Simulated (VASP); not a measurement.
Here is a VASP 6.6.1 calculation.

The input INCAR:

```
PREC = Accurate
ENCUT = 520
EDIFF = 1E-6
ISMEAR = 1
SIGMA = 0.1
LREAL = F
LASPH = T
NELM = 80
ALGO = Normal
ISIF = 2
LWAVE = F
LCHARG = T
GGA = RP
LELF = T
LVHAR = T
NBANDS = 8
```

File KPOINTS:

```
Automatic mesh
0
Gamma
  12 12 11
```

File POSCAR:

```
Si
1.0
    2.5270000000      0.0000000000      0.0000000000
   -1.2635000000      2.1884461954      0.0000000000
    0.0000000000      0.0000000000      2.3730000000
Si
1
Direct
    0.0000000000      0.0000000000      0.0000000000
```

Potentials or basis: VASP PAW PBE potentials, release 64 (Si).

Run with:

```sh
$ cat potpaw_PBE.64/Si/POTCAR > POTCAR
$ mpirun -np 1 vasp_std > vasp.out
```

Problem. What does it give for the band gap on the k mesh?

Solution. Zero (band 2 reaches 18.81 eV, above the bottom of band 3 at 6.10 eV).

Problem. What does it give for the pressure?

Solution. 21.9 GPa.

Stress tensor (GPa, compression positive):
```
18.99  0.00  0.00
 0.00 18.99  0.00
 0.00  0.00 27.83
```

Caveat: the PAW data sets were made with another functional, which shifts forces and pressure a little.
